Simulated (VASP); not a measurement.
BN, 2 atoms in the cell. It takes space group F-43m (No. 216, cubic). The conventional cell has a = 3.579 Å, b = 3.579 Å, c = 3.579 Å, α = 90.00°, β = 90.00°, γ = 90.00°. B (site symmetry -43m) has 4 N at 1.55 Å within 2.1 Å. Within 2.1 Å of N (site symmetry -43m) lie 4 B at 1.55 Å. 

| Quantity | Value |
| --- | --- |
| Program | VASP 6.6.1 |
| Task | single point |
| Functional | PBEsol |
| Potentials or basis | VASP PAW PBE potentials, release 64 (B, N) |
| Cutoff | 520 eV |
| k mesh | 12 × 12 × 12 |
| Occupations | gaussian, width 0.01 eV |
| Spin | no spin polarisation |
| Dipole correction | no |
| Further INCAR settings | ALGO = Normal; EDIFF = 1e-06; NBANDS = 11 |

Potentials or basis: VASP PAW PBE potentials, release 64 (B, N).

The run is started by

```console
$ cat potpaw_PBE.64/B/POTCAR potpaw_PBE.64/N/POTCAR > POTCAR
$ mpirun -np 1 vasp_std > vasp.out
```

Hardware: 1 thread of Intel(R) Xeon(R) Platinum 8488C (Sapphire Rapids) (shared host).

Q: How long does it take, and how much memory?

A: It took 6.2 s on 1 thread of Intel(R) Xeon(R) Platinum 8488C (Sapphire Rapids) (shared host), peak memory 0.12 GiB. Counts: scf iterations 12, k points 72.
